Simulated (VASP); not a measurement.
# In2S (P1) in VASP: relaxation of cell and atoms with PBE

Aim: the relaxation of cell and atoms of In2S with PBE.

Program: VASP 6.6.1. These are calculated values, not measurements. Logs are shortened: lines on timing, memory, paths and dates and some standing lists are left out, and cuts for length are marked.

## Step 1: The cell of the first run

The typed cell holds 6 atoms: a = 3.871 Å, b = 3.972 Å, c = 10.951 Å, α = 90.58°, β = 91.06°, γ = 91.49°.

## Step 2: Relaxation of cell and atoms, PBE

Input file INCAR:

```
PREC = Accurate
ENCUT = 600
EDIFF = 1E-7
ISMEAR = 0
SIGMA = 0.2
LREAL = False
LASPH = True
NELM = 100
ALGO = Normal
ISIF = 3
LWAVE = False
LCHARG = False
GGA = PE
IBRION = 2
NSW = 80
EDIFFG = -0.025
```

Input file KPOINTS:

```
regular mesh
0
Gamma
  6 6 2
```

Input file POSCAR:

```
In2S
1.0
    3.8704298237     -0.0510435825     -0.0364598224
   -0.0510435825      3.9712738795     -0.0204258447
   -0.1004642309     -0.0562829617     10.9504692209
In S
4 2
Direct
    0.4964821397      0.0055911334      0.3301316382
    0.5036612477     -0.0095192676      0.8356799791
    1.0213679215      0.4978240317      0.1736738626
    1.0065248708      0.5101479565      0.6679762169
   -0.0083145413     -0.0046787509      0.4972132489
   -0.0197216383      0.0006348970     -0.0046749458
```

Potentials or basis: VASP PAW PBE potentials, release 64 (In_d, S).

On the command line:

```sh
$ cat potpaw_PBE.64/In_d/POTCAR potpaw_PBE.64/S/POTCAR > POTCAR
$ mpirun -np 1 vasp_std > vasp.out
```

OUTCAR:

```text
PREC = Accurate
   ENCUT = 600
   EDIFF = 1E-7
   ISMEAR = 0
   LREAL = False
   LASPH = True
   NELM = 100
   ISIF = 3
   GGA = PE
   IBRION = 2
   NSW = 80
   EDIFFG = -0.025

 ion  position               nearest neighbor table
   1  0.496  0.006  0.330-   5 2.63   5 2.70   3 3.16   3 3.21   3 3.30   3 3.38
   2  0.504  0.990  0.836-   6 2.52   6 2.70   4 3.21   4 3.32   4 3.38   4 3.39
   3  0.021  0.498  0.174-   6 2.76   6 2.81   1 3.16   1 3.21   1 3.30   1 3.38
   4  0.007  0.510  0.668-   5 2.70   5 2.76   2 3.21   2 3.32   2 3.38   2 3.39
   5  0.992  0.995  0.497-   1 2.63   4 2.70   1 2.70   4 2.76
   6  0.980  0.001  0.995-   2 2.52   2 2.70   3 2.76   3 2.81

  LATTYP: Found a triclinic cell.
 ALAT       =     3.9716544271
 B/A-ratio  =     3.4226956704
 C/A-ratio  =     0.9746412163
 COS(alpha) =     0.0002628023
 COS(beta)  =     0.0259869382
 COS(gamma) =     0.5925225896

  Lattice vectors:

 A1 = (  -0.0510435825,   3.9712738795,  -0.0204258447)
 A2 = (  -0.0016229341,   7.9988307207, -10.9913209103)
 A3 = (  -3.8704298237,   0.0510435825,   0.0364598224)

Analysis of symmetry for initial positions (statically):
=====================================================================
 Subroutine PRICEL returns:
 Original cell was already a primitive cell.

 Routine SETGRP: Setting up the symmetry group for a
 triclinic supercell.

 Subroutine GETGRP returns: Found  1 space group operations
 (whereof  1 operations were pure point group operations)
 out of a pool of  2 trial point group operations.

The static configuration has the point symmetry C_1 .

Analysis of symmetry for dynamics (positions and initial velocities):
=====================================================================
 Subroutine PRICEL returns:
 Original cell was already a primitive cell.

 Routine SETGRP: Setting up the symmetry group for a
 triclinic supercell.

 Subroutine GETGRP returns: Found  1 space group operations
 (whereof  1 operations were pure point group operations)
 out of a pool of  2 trial point group operations.

The dynamic configuration has the point symmetry C_1 .

 Subroutine INISYM returns: Found  1 space group operations
 (whereof  1 operations are pure point group operations),
 and found     1 'primitive' translations

----------------------------------------------------------------------------------------

                                     Primitive cell

  volume of cell :     168.2669

  direct lattice vectors                    reciprocal lattice vectors
     3.870429824 -0.051043582 -0.036459822     0.258435703  0.003334009  0.002388134
    -0.051043582  3.971273879 -0.020425845     0.003334009  0.251858038  0.001325082
    -0.100464231 -0.056282962 10.950469221     0.000866686  0.000480890  0.091330711

  length of vectors
     3.870938102  3.971654427 10.951074696     0.258468240  0.251883589  0.091336089

  position of ions in fractional coordinates (direct lattice)
     0.496482140  0.005591133  0.330131638
     0.503661248  0.990480732  0.835679979
     0.021367922  0.497824032  0.173673863
     0.006524871  0.510147956  0.667976217
     0.991685459  0.995321249  0.497213249
     0.980278362  0.000634897  0.995325054

  ion indices of the primitive-cell ions
   primitive index   ion index
                 1           1
                 2           2
                 3           3
                 4           4
                 5           5
                 6           6

----------------------------------------------------------------------------------------

 KPOINTS: regular mesh

Automatic generation of k-mesh.
 Grid dimensions read from file:
 generate k-points for:    6    6    2

 Generating k-lattice:

  Cartesian coordinates                     Fractional coordinates (reciprocal lattice)
     0.043072617  0.000555668  0.000398022     0.166666667 -0.000000000  0.000000000
     0.000555668  0.041976340  0.000220847    -0.000000000  0.166666667  0.000000000
     0.000433343  0.000240445  0.045665355     0.000000000  0.000000000  0.500000000

  Length of vectors
     0.043078040  0.041980598  0.045668044

  Shift w.r.t. Gamma in fractional coordinates (k-lattice)
     0.000000000  0.000000000  0.000000000

 Subroutine IBZKPT returns following result:
 ===========================================

 Found     40 irreducible k-points:

 Following reciprocal coordinates:
            Coordinates               Weight
  0.000000  0.000000  0.000000      1.000000
  0.166667  0.000000  0.000000      2.000000
  0.333333 -0.000000  0.000000      2.000000
  0.500000 -0.000000  0.000000      1.000000
  0.000000  0.166667 -0.000000      2.000000
  0.166667  0.166667 -0.000000      2.000000
[... 16 lines left out ...]
  0.333333 -0.000000  0.500000      2.000000
  0.500000 -0.000000  0.500000      1.000000
 [... further k-points ...]
   k-points           NKPTS =     40   k-points in BZ     NKDIM =     40   number of bands    NBANDS=     38
   number of dos      NEDOS =    301   number of ions     NIONS =      6
   total plane-waves  NPLWV =  92160
   dimension x,y,z NGX =    32 NGY =   32 NGZ =   90
   dimension x,y,z NGXF=    64 NGYF=   64 NGZF=  180
   ions per type =               4   2
   NGX,Y,Z   is equivalent  to a cutoff of  13.74, 13.39, 13.66 a.u.
   NGXF,Y,Z  is equivalent  to a cutoff of  27.49, 26.79, 27.33 a.u.
 SYSTEM =  unknown system
   PREC   = accura    normal or accurate (medium, high low for compatibility)
   ISTART =      0    job   : 0-new  1-cont  2-samecut
   ICHARG =      2    charge: 1-file 2-atom 10-const
   ISPIN  =      1    spin polarized calculation?
   LNONCOLLINEAR =      F non collinear calculations
   LSORBIT =      F    spin-orbit coupling
   LASPH  =      T    aspherical Exc in radial PAW
   ENCUT  =  600.0 eV  44.10 Ry    6.64 a.u.   7.73  7.93 21.87*2*pi/ulx,y,z
   NELM   =    100;   NELMIN=  2; NELMDL= -5     # of ELM steps
   EDIFF  = 0.1E-06   stopping-criterion for ELM
   LREAL  =      F    real-space projection
   EDIFFG = -.3E-01   stopping-criterion for IOM
   NSW    =     80    number of steps for IOM
   IBRION =      2    ionic relax: 0-MD 1-quasi-New 2-CG
   NFREE  =      1    steps in history (QN), initial steepest desc. (CG)
   ISIF   =      3    stress and relaxation
   ISYM   =      2    0-nonsym 1-usesym 2-fastsym
   POTIM  = 0.5000    time-step for ionic-motion
   TEBEG  =    0.0;   TEEND  =   0.0 temperature during run
   PSTRESS=    0.0 pullay stress
   NELECT =      64.0000    total number of electrons
   NUPDOWN=      -1.0000    fix difference up-down
   EMIN   =  10.00;   EMAX   =-10.00  energy-range for DOS
   EFERMI =   0.00;   METHOD = LEGACY
   ISMEAR =     0;   SIGMA  =   0.20  broadening in eV -4-tet -1-fermi 0-gaus
   EFERMI_NEDOS =   21; number of points for ismear=-14 and -15
   IALGO  =     38    algorithm
   IMIX   =      4    mixing-type and parameters
     AMIX     =   0.40;   BMIX     =  1.00
     AMIX_MAG =   1.60;   BMIX_MAG =  1.00
  volume/ion in A,a.u.               =      28.04       189.25
  Fermi-wavevector in a.u.,A,eV,Ry     =   1.186138  2.241476 19.142361  1.406924
  Thomas-Fermi vector in A             =   2.322317
   LORBIT       =      0    0 simple, 1 ext, 2 COOP (PROOUT), +10 PAW based schemes
   GGA     = PE    functional components
   LHFCALC =     F    Hartree Fock is set to
   AEXX    =    0.0000 exact exchange contribution
   IVDW    =     0    specifies the selected vdW correction
   LEPSILON=     F    determine dielectric tensor
   LRPA    =     F    only Hartree local field effects (RPA)
 conjugate gradient relaxation of ions
 non-spin polarized calculation
 Gauss-broadening in eV      SIGMA  =   0.20
  energy-cutoff  :      600.00
  volume of cell :      168.27
 maximum number of plane-waves:      5646
   NGX = 15   NGY = 15   NGZ = 43

--------------------------------------- Ionic step        1  -------------------------------------------

 number of electron      64.0000007 magnetization

 Free energy of the ion-electron system (eV)
  ---------------------------------------------------
  ext. energy  EPLUGINS =         0.00000000
  ---------------------------------------------------
  free energy    TOTEN  =       -20.00816284 eV

  energy without entropy =      -19.96729780  energy(sigma->0) =      -19.98773032

------------------------ aborting loop because EDIFF is reached ----------------------------------------

  FORCE on cell =-STRESS in cart. coord.  units (eV):
  Direction    XX          YY          ZZ          XY          YZ          ZX
  --------------------------------------------------------------------------------------
  -------------------------------------------------------------------------------------
  Total        1.1758935      0.0288217      0.4679254     -0.0147790      0.0666805      1.0798551
  in kB       11.1964410      0.2744304      4.4554201     -0.1407208      0.6349079     10.2819974
  external PRESSURE =       5.3087638 kB  Pullay stress =       0.0000000 kB
[... 101 lines left out ...]
  FREE ENERGIE OF THE ION-ELECTRON SYSTEM (eV)
  ---------------------------------------------------
  free  energy   TOTEN  =       -20.0719030185 eV

  energy  without entropy=      -20.0312573882  energy(sigma->0) =      -20.05158020

[... ionic steps 4 to 7 ...]

--------------------------------------- Ionic step        8  -------------------------------------------

 number of electron      64.0000011 magnetization

------------------------ aborting loop because EDIFF is reached ----------------------------------------

  FORCE on cell =-STRESS in cart. coord.  units (eV):
  Direction    XX          YY          ZZ          XY          YZ          ZX
  --------------------------------------------------------------------------------------
  -------------------------------------------------------------------------------------
  Total       -0.0659103      0.0320833      0.0200884     -0.0292603     -0.0019866      0.0484767
  in kB       -0.6202623      0.3019265      0.1890459     -0.2753598     -0.0186951      0.4561993
  external PRESSURE =      -0.0430966 kB  Pullay stress =       0.0000000 kB
[... 65 lines left out ...]
  energy  without entropy=      -20.0484312396  energy(sigma->0) =      -20.06920739

--------------------------------------- Ionic step       10  -------------------------------------------

 number of electron      64.0000014 magnetization

 Free energy of the ion-electron system (eV)
  ---------------------------------------------------
  ext. energy  EPLUGINS =         0.00000000
  ---------------------------------------------------
  free energy    TOTEN  =       -20.09040924 eV

  energy without entropy =      -20.04872222  energy(sigma->0) =      -20.06956573

 E-fermi :   5.1713     XC(G=0):  -9.1504

 val. band max:        5.1639804786   @ k =   0.5000   0.3333   0.5000
 cond. band min:       5.1884232948   @ k =   0.5000   0.3333   0.5000
 fundamental gap:      0.0244428161
 Fermi energy:         5.1713313914

 k-point     1 :       0.0000    0.0000    0.0000
  band No.  band energies     occupation
      1      -9.5637      2.00000
      2      -9.4496      2.00000
      3      -9.4180      2.00000
      4      -9.3669      2.00000
      5      -9.3616      2.00000
      6      -9.3584      2.00000
[... 973 lines left out ...]
     37       9.6592      0.00000
     38       9.6741      0.00000

 [... further k-points ...]

------------------------ aborting loop because EDIFF is reached ----------------------------------------

  FORCE on cell =-STRESS in cart. coord.  units (eV):
  Direction    XX          YY          ZZ          XY          YZ          ZX
  --------------------------------------------------------------------------------------
  -------------------------------------------------------------------------------------
  Total       -0.0315322     -0.0408866     -0.0846026     -0.0287961     -0.0033671     -0.0096027
  in kB       -0.2967551     -0.3847917     -0.7962111     -0.2710058     -0.0316882     -0.0903729
  external PRESSURE =      -0.4925859 kB  Pullay stress =       0.0000000 kB
[... 21 lines left out ...]
  FREE ENERGIE OF THE ION-ELECTRON SYSTEM (eV)
  ---------------------------------------------------
  free  energy   TOTEN  =       -20.0904092389 eV

  energy  without entropy=      -20.0487222210  energy(sigma->0) =      -20.06956573

 reached required accuracy - stopping structural energy minimisation
```

Run time: 56 min. Hardware: 1 thread of Intel Xeon 8259CL, shared host; peak memory 0.47 GiB.

Results:

```yaml
Free_energy: -20.0904 eV
Relaxed_volume: 28.37 Å³/atom
Relaxed_cell: a = 3.951 Å, b = 3.953 Å, c = 10.910 Å, α = 90.22°, β = 88.91°, γ = 91.76°
Space_group_after_relaxing_to_0.1_Å: C2 (No. 5)
Energy_gained_by_relaxing: 13.7 meV/atom
Ionic_steps: 10
Pressure_after_relaxing: 0.0 GPa
Largest_force_after_relaxing: 0.024 eV/Å
Band_gap_on_the_k_mesh: zero (bands 32 and 33 overlap by 2.70 eV)
```

Forces in eV/Å, atoms in the order of the input:
```
In  -0.004 -0.005  0.022
In   0.004  0.006 -0.006
In  -0.016 -0.007 -0.016
In   0.005  0.012 -0.001
S    0.009 -0.013  0.004
S    0.002  0.007 -0.002
```

The path:
| step | energy change (eV) | largest force (eV/Å) | pressure (GPa) | volume (Å³) |
| --- | --- | --- | --- | --- |
| 1 | 0.0000 | 0.7156 | 0.53 | 168.27 |
| 2 | -0.0524 | 0.3123 | -0.16 | 170.52 |
| 3 | -0.0637 | 0.2425 | -0.62 | 172.52 |
| 4 | -0.0771 | 0.1008 | 0.01 | 170.05 |
| 5 | -0.0773 | 0.1042 | 0.08 | 169.79 |
| 6 | -0.0796 | 0.0770 | 0.05 | 169.96 |
| 7 | -0.0813 | 0.0516 | -0.01 | 170.29 |
| 8 | -0.0813 | 0.0460 | 0.00 | 170.25 |
| 9 | -0.0818 | 0.0312 | -0.02 | 170.25 |
| 10 | -0.0822 | 0.0236 | -0.05 | 170.24 |

Final structure:
```cif
data_structure
_symmetry_space_group_name_H-M 'P 1'
_symmetry_Int_Tables_number 1
_cell_length_a 3.9505
_cell_length_b 3.9526
_cell_length_c 10.9096
_cell_angle_alpha 90.218
_cell_angle_beta 88.910
_cell_angle_gamma 91.758
_cell_volume 170.24
loop_
_atom_site_label
_atom_site_type_symbol
_atom_site_fract_x
_atom_site_fract_y
_atom_site_fract_z
_atom_site_occupancy
In1 In 0.50250 0.00348 0.33029 1
In2 In 0.49823 0.99932 0.83198 1
In3 In 0.00990 0.50087 0.16951 1
In4 In 0.00324 0.49934 0.66815 1
S1 S 0.99405 0.99971 0.49925 1
S2 S 0.99208 0.99729 0.00083 1
```

Levels at points of the mesh, in eV from the Fermi level:
```csv
k point,band 28,band 29,band 30,band 31,band 32,band 33,band 34,band 35,band 36,band 37
"(0.00, 0.00, 0.00)",-2.16,-2.15,-1.70,-1.41,1.46,2.07,2.21,2.38,3.32,3.54
"(0.50, 0.00, 0.00)",-3.42,-2.01,-1.93,-1.92,-0.41,0.45,1.64,3.07,3.45,4.40
"(0.00, 0.50, 0.00)",-3.42,-2.01,-1.93,-1.93,-0.41,0.45,1.65,3.06,3.46,4.40
"(0.50, 0.50, 0.00)",-3.24,-2.06,-1.74,-1.66,-1.12,-0.94,-0.66,-0.28,1.42,2.67
"(0.00, 0.00, 0.50)",-2.28,-2.27,-2.27,0.40,0.41,2.56,2.57,2.75,2.79,2.93
"(0.50, 0.00, 0.50)",-2.99,-1.97,-1.97,-1.91,-1.89,1.82,1.86,2.84,2.86,4.49
"(0.00, 0.50, 0.50)",-2.99,-1.98,-1.97,-1.90,-1.88,1.81,1.86,2.85,2.86,4.49
"(0.50, 0.50, 0.50)",-3.86,-1.57,-1.56,-1.45,-1.41,-1.24,-1.24,0.98,1.00,2.29
```

Caveat: spin-orbit coupling is left out, which moves the levels of the heavy elements.

The gap in the log of VASP goes by the Fermi energy; the results here count the filled bands.